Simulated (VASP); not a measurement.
Runs of VASP 6.6.1 on Sn. The structure is that of space group Im-3m (No. 229), or close to it. The cells are those of the table. 

```csv
cell,gap on the mesh (eV),pressure (GPa)
"a = 3.293 Å, angles 109.5°, 1 atom",none,-3.6
"a = 3.260 Å, angles 109.5°, 1 atom",none,(a)
"a = 3.325 Å, angles 109.5°, 1 atom",none,-4.8
"a = 3.356 Å, angles 109.5°, 1 atom",none,(b)
"a = 3.226 Å, angles 109.5°, 1 atom",none,-0.6
```

Alike in all rows: task single point; level PBEsol+D4; potentials or basis VASP PAW PBE potentials, release 64 (Sn_d); no spin polarisation; k mesh 11 × 11 × 11; cutoff (eV) 520; smearing fermi-dirac 0.15 eV.

Estimate the missing entries.

(a) -2.3; (b) -5.7.

Caveats: the PAW data sets were made with another functional, which shifts forces and pressure a little; spin-orbit coupling is left out, which moves the levels of the heavy elements; pairwise dispersion overbinds metals, which lowers pressure and volume.

A k mesh can miss the band edges, and the runs leave out spin-orbit coupling on Sn.

A gap of «none» marks levels without a gap at the run's occupations.
